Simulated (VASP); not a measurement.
Wanted: the native input for a VASP 6.6.1 run.

```yaml
Task: single point
Functional: PBE
Potentials_or_basis: VASP PAW PBE potentials, release 64 (Os, Au)
Cutoff: 600 eV
k_mesh: 6 × 6 × 3
Occupations: gaussian, width 0.2 eV
Spin: no spin polarisation
Dipole_correction: no
Further_INCAR_settings: ALGO = Normal; EDIFF = 1e-06; NBANDS = 26
```

The structure of Os3Au lies in POSCAR:

```
Os3Au
1.0
    4.4540555076      0.0000000000      0.0000000000
   -2.2270277538      3.8573252195      0.0000000000
    0.0000000000      0.0000000000      5.2185163750
Os Au
3 1
Direct
    0.3333333333      0.6666666667      0.0000000000
    0.6666666667      0.3333333333      0.0000000000
    0.0000000000      0.0000000000      0.0000000000
    0.0000000000      0.0000000000      0.5000000000
```

The cell was generated, and may not be a known phase.

These files were run (other wordings do the same):

INCAR

```
SYSTEM = Os3Au
ALGO     = Normal         ! electronic algorithm
EDIFF    = 1E-6           ! SCF threshold, eV
ENCUT    = 600            ! plane-wave cutoff, eV
GGA      = PE             ! functional
GGA_COMPAT= .False.      
ISIF     = 2              ! what is computed and relaxed
ISMEAR   = 0              ! smearing method
LASPH    = .True.         ! aspherical terms in the spheres
LCHARG   = .True.         ! write CHGCAR
LELF     = .True.         ! ELF
LREAL    = .False.        ! projectors in reciprocal space
LVHAR    = .True.       
LWAVE    = .False.        ! write WAVECAR
NBANDS   = 26             ! bands
NELM     = 120            ! most SCF steps
PREC     = Accurate       ! precision mode
SIGMA    = 0.2            ! smearing width, eV
```

KPOINTS

```
k-points
0
Gamma
  6 6 3
  0 0 0
```

Potentials or basis: VASP PAW PBE potentials, release 64 (Os, Au).

Launch:

```sh
$ cat potpaw_PBE.64/Os/POTCAR potpaw_PBE.64/Au/POTCAR > POTCAR
$ mpirun -np 1 vasp_std > vasp.out
```

It gave:

```json
{
 "Pressure": "-0.1 GPa",
 "Band gap on the k mesh": "zero (an odd number of electrons rules out a gap without spin polarisation)"
}
```

Caveat: the k points lie up to 0.40 Å⁻¹ apart, too coarse for converged energies and pressures of a metal; spin-orbit coupling is left out, which moves the levels of the heavy elements.

Run time: 42 s on 1 thread of Intel Xeon 8259CL, on a shared host, peak memory 0.23 GiB.
